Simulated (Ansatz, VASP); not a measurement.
## Lu in VASP and in Ansatz

```xyz
1
Lattice="0.0000 2.4508 2.4508 2.4508 0.0000 2.4508 2.4508 2.4508 0.0000" Properties=species:S:1:pos:R:3 pbc="T T T"
Lu    0.0000    0.0000    0.0000
```

Alike in both runs: task single point; functional PBEsol; k mesh 13 × 13 × 13; occupations fermi-dirac, width 0.1 eV; no spin polarisation.

```csv
,VASP,Ansatz
version,VASP 6.6.1,Ansatz 0.2.0
potentials or method,"VASP PAW PBE potentials, release 64 (Lu), cutoff 520 eV","plane waves (420 eV) with PAW, scalar-relativistic"
valence electrons in the cell,25,25
```

Ansatz gave:

| Property | Result |
| --- | --- |
| pressure (GPa) | -3.1 |

Question: Estimate VASP's values.

Answer: Pressure (GPa): -3.0.

VASP's potentials were made for PBE, not for PBEsol, and Ansatz warns of the same on its side.

Neither program's run includes spin-orbit coupling.
